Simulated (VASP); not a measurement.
# Li8Br3Cl5 (P1) in VASP: a series of runs, part 2 of 2

VASP 6.6.1. The steps go on from the part before.

## Step 3: Single point, PBEsol

Contents of INCAR:

```
SYSTEM = Li8Br3Cl5
PREC = Accurate
ENCUT = 520
EDIFF = 1E-7
ISMEAR = 0
SIGMA = 0.01
LREAL = Auto
LASPH = .TRUE.
NELM = 60
ALGO = Normal
ISIF = 2
LWAVE = .FALSE.
LCHARG = .FALSE.
GGA = PS
NBANDS = 54
```

Contents of KPOINTS:

```
Automatic mesh
0
Gamma
  2 2 2
  0.5 0.5 0.5
```

Contents of POSCAR:

```
Li8Br3Cl5
1.0
    0.0000000000      5.1974390000      5.1974390000
    5.1974390000      0.0000000000      5.1974390000
    5.1974390000      5.1974390000      0.0000000000
Cl Br Li
5 3 8
Direct
    0.7503870000      0.2460000000      0.2489190000
    0.2497050000      0.7492670000      0.7540430000
    0.2514920000      0.7447480000      0.2533040000
    0.2444000000      0.2516270000      0.7506420000
    0.7468450000      0.7511840000      0.2525770000
    0.7478890000      0.2498310000      0.7508690000
    0.2493340000      0.2520380000      0.2521080000
    0.7505310000      0.7516870000      0.7531730000
    0.9987550000      0.9995220000      0.0013710000
    0.5024280000      0.5005960000      0.4984550000
    0.9940380000      0.9932480000      0.5046720000
    0.5062370000      0.4986700000      0.9954340000
    0.0004980000      0.4983510000      0.0039500000
    0.5013960000      0.9995340000      0.4943200000
    0.4986830000      0.0041910000      0.9964540000
    0.0005890000      0.4993310000      0.5031540000
```

Potentials or basis: VASP PAW PBE potentials, release 64 (Cl, Br, Li_sv).

Started as:

```
cat potpaw_PBE.64/Cl/POTCAR potpaw_PBE.64/Br/POTCAR potpaw_PBE.64/Li_sv/POTCAR > POTCAR
mpirun -np 1 vasp_std > vasp.out
```

It took 6 min on 1 thread of AMD EPYC 9R14 (Zen 4), shared host; peak memory 0.45 GiB.

It converged, with:

```yaml
Free_energy: -58.7396 eV
Largest_force: 0.261 eV/Å
Band_gap_on_the_k_mesh: 6.21 eV
```

Forces in eV/Å, atoms in the order of the input:
```
Cl   0.052  0.039  0.034
Cl  -0.022 -0.027  0.009
Cl   0.050 -0.031  0.048
Cl  -0.004  0.086  0.028
Cl  -0.029  0.022 -0.006
Br  -0.040 -0.011  0.044
Br  -0.068 -0.046 -0.092
Br  -0.046 -0.052 -0.100
Li  -0.024  0.204  0.012
Li   0.017 -0.221 -0.027
Li  -0.193  0.022  0.174
Li   0.247 -0.017 -0.064
Li  -0.016 -0.005  0.013
Li   0.035  0.040 -0.027
Li   0.055  0.001 -0.241
Li  -0.013 -0.003  0.192
```

Levels at points of the mesh, in eV from the valence-band top:
```tsv
k point	band 36	band 37	band 38	band 39	band 40	band 41	band 42	band 43	band 44	band 45
(0.25, 0.25, 0.25)	-0.48	-0.29	-0.26	-0.09	0.00	6.21	6.25	6.55	6.72	6.94
```

Caveat: the cutoff is under 1.25 times the usual one of these potentials, so pressure, stress and relaxed cells hold a basis-set (Pulay) error; the PAW data sets were made with another functional, which shifts forces and pressure a little; a shifted mesh leaves out Γ, where band edges can lie.

## Step 4: Single point, RPBE

Contents of INCAR:

```
SYSTEM = Li8Br3Cl5
ALGO = Normal ; EDIFF = 1E-7
ENCUT = 520 ; GGA = RP
ISIF = 2 ; ISMEAR = -5
LASPH = .TRUE. ; LCHARG = .TRUE.
LELF = .TRUE. ; LREAL = Auto
LVHAR = .TRUE. ; LWAVE = .FALSE.
NBANDS = 54 ; NELM = 80
PREC = Accurate ; SIGMA = 0.05
```

KPOINTS is that of step 3.

POSCAR is that of step 3.

Started as:

```
cat potpaw_PBE.64/Cl/POTCAR potpaw_PBE.64/Br/POTCAR potpaw_PBE.64/Li_sv/POTCAR > POTCAR
mpirun -np 1 vasp_std > vasp.out
```

Run time: 6.3 min. Hardware: 1 thread of AMD EPYC 9R14 (Zen 4), shared host; peak memory 0.46 GiB.

Results (log left out):

- Free energy: -53.3383 eV
- Largest force: 0.269 eV/Å
- Band gap on the k mesh: 6.61 eV (least direct gap 6.62 eV)

Forces on the atoms (eV/Å):
```
Cl   0.060  0.047  0.040
Cl  -0.022 -0.030  0.012
Cl   0.059 -0.034  0.057
Cl  -0.005  0.100  0.031
Cl  -0.032  0.027 -0.009
Br  -0.042 -0.018  0.046
Br  -0.077 -0.054 -0.105
Br  -0.049 -0.058 -0.108
Li  -0.025  0.209  0.013
Li   0.017 -0.226 -0.027
Li  -0.198  0.022  0.180
Li   0.252 -0.018 -0.065
Li  -0.017 -0.005  0.014
Li   0.035  0.042 -0.028
Li   0.057  0.000 -0.246
Li  -0.014 -0.004  0.196
```

Levels at points of the mesh, in eV from the valence-band top:
| k point | band 37 | band 38 | band 39 | band 40 | band 41 | band 42 | band 43 | band 44 |
| --- | --- | --- | --- | --- | --- | --- | --- | --- |
| (0.25, 0.25, 0.25) | -0.29 | -0.26 | -0.10 | 0.00 | 6.62 | 6.64 | 6.91 | 7.08 |

Caveat: the cutoff is under 1.25 times the usual one of these potentials, so pressure, stress and relaxed cells hold a basis-set (Pulay) error; the PAW data sets were made with another functional, which shifts forces and pressure a little; a shifted mesh leaves out Γ, where band edges can lie. A k mesh can miss the band edges.

## Step 5: Single point, PBEsol+D4

Contents of INCAR:

```
PREC = Accurate
ENCUT = 520
EDIFF = 1E-6
ISMEAR = -1
SIGMA = 0.05
LREAL = Auto
LASPH = True
NELM = 60
ALGO = Normal
ISIF = 2
LWAVE = False
LCHARG = True
GGA = PS
IVDW = 13
LELF = True
LVHAR = True
NBANDS = 54
```

KPOINTS is that of step 4.

POSCAR is that of step 4.

Potentials or basis: VASP PAW PBE potentials, release 64 (Cl, Br, Li_sv).

Started as:

```
cat potpaw_PBE.64/Cl/POTCAR potpaw_PBE.64/Br/POTCAR potpaw_PBE.64/Li_sv/POTCAR > POTCAR
mpirun -np 1 vasp_std > vasp.out
```

OUTCAR:

```text
PREC = Accurate
   ENCUT = 520
   EDIFF = 1E-6
   ISMEAR = -1
   LREAL = Auto
   LASPH = True
   NELM = 60
   ISIF = 2
   GGA = PS
   IVDW = 13

 ion  position               nearest neighbor table
   1  0.750  0.246  0.249-   9 2.57  14 2.58  12 2.59  11 2.60  13 2.61  10 2.62
   2  0.250  0.749  0.754-   9 2.59  12 2.59  13 2.60  14 2.61  10 2.62  11 2.63
   3  0.251  0.745  0.253-  10 2.58  16 2.58  11 2.60  12 2.62   9 2.62  15 2.63
   4  0.244  0.252  0.751-  16 2.55   9 2.59  13 2.60  15 2.60
[... 1113 lines left out ...]
  Total      -0.80492    -0.93967    -0.75658     0.00601    -0.00483     0.02247
  in kB      -4.59268    -5.36150    -4.31685     0.03431    -0.02756     0.12822
  external pressure =       -4.76 kB  Pullay stress =        0.00 kB

 VOLUME and BASIS-vectors are now :
 -----------------------------------------------------------------------------
  energy-cutoff  :      520.00
  volume of cell :      280.80
      direct lattice vectors                 reciprocal lattice vectors
     0.000000000  5.197439000  5.197439000    -0.096201225  0.096201225  0.096201225
     5.197439000  0.000000000  5.197439000     0.096201225 -0.096201225  0.096201225
     5.197439000  5.197439000  0.000000000     0.096201225  0.096201225 -0.096201225

 POSITION                                       TOTAL-FORCE (eV/Angst)
 -----------------------------------------------------------------------------------
      2.57231      5.19383      5.17866         0.051489      0.039106      0.034444
      7.81336      5.21692      5.19210        -0.021333     -0.026780      0.009349
      5.18731      2.62365      5.17790         0.049813     -0.031258      0.048284
      5.20923      5.17167      2.57807        -0.004165      0.085858      0.028099
      5.21699      5.19443      7.78591        -0.028573      0.022601     -0.006087
      5.20108      7.78970      5.18559        -0.039661     -0.011577      0.043591
[... 8 lines left out ...]
      5.20079      7.77088      2.61366         0.054872      0.000584     -0.240695
      5.21035      2.61817      2.59830        -0.013497     -0.002931      0.191992
 -----------------------------------------------------------------------------------
    total drift:                                0.000309      0.005274     -0.001007

  FREE ENERGIE OF THE ION-ELECTRON SYSTEM (eV)
  ---------------------------------------------------
  free  energy   TOTEN  =       -59.9681415119 eV

  energy  without entropy=      -59.9681415119  energy(sigma->0) =      -59.96814151
```

Run time: 6.2 min. Hardware: 1 thread of AMD EPYC 9R14 (Zen 4), shared host; peak memory 0.45 GiB.

Results:

| Item | Value |
| --- | --- |
| Free energy | -59.9681 eV |
| Largest force | 0.261 eV/Å |
| Band gap on the k mesh | 6.21 eV |
| Dispersion energy per atom | -0.077 eV |

Forces in eV/Å, atoms in the order of the input:
```
Cl   0.051  0.039  0.034
Cl  -0.021 -0.027  0.009
Cl   0.050 -0.031  0.048
Cl  -0.004  0.086  0.028
Cl  -0.029  0.023 -0.006
Br  -0.040 -0.012  0.044
Br  -0.068 -0.047 -0.092
Br  -0.046 -0.052 -0.100
Li  -0.024  0.204  0.012
Li   0.017 -0.221 -0.027
Li  -0.193  0.022  0.174
Li   0.247 -0.017 -0.064
Li  -0.016 -0.005  0.014
Li   0.035  0.040 -0.027
Li   0.055  0.001 -0.241
Li  -0.013 -0.003  0.192
```

Levels at points of the mesh, in eV from the valence-band top:
```csv
k point,band 37,band 38,band 39,band 40,band 41,band 42,band 43,band 44
"(0.25, 0.25, 0.25)",-0.29,-0.26,-0.09,0.00,6.21,6.25,6.55,6.72
```

Caveat: the cutoff is under 1.25 times the usual one of these potentials, so pressure, stress and relaxed cells hold a basis-set (Pulay) error; the PAW data sets were made with another functional, which shifts forces and pressure a little; a shifted mesh leaves out Γ, where band edges can lie.

## Step 6: The runs side by side

| level | smearing | gap on the mesh (eV) | largest force (eV/Å) |
| --- | --- | --- | --- |
| PBEsol | fermi-dirac 0.05 eV | 6.21 | 0.26 |
| PBEsol | gaussian 0.01 eV | 6.21 | 0.26 |
| RPBE | tetrahedron | 6.61 | 0.27 |
| PBEsol+D4 | fermi-dirac 0.05 eV | 6.21 | 0.26 |

Alike in all rows: task single point; potentials or basis VASP PAW PBE potentials, release 64 (Cl, Br, Li_sv); no spin polarisation; cell as given; k mesh 2 × 2 × 2, shifted; cutoff (eV) 520.

On the cell as given the gap runs from 6.21 eV (PBEsol) to 6.61 eV (RPBE).

Caveats: the cutoff is under 1.25 times the usual one of these potentials, so pressure, stress and relaxed cells hold a basis-set (Pulay) error; the PAW data sets were made with another functional, which shifts forces and pressure a little; a shifted mesh leaves out Γ, where band edges can lie.

Absolute energies hang on the potentials; compare differences alone.
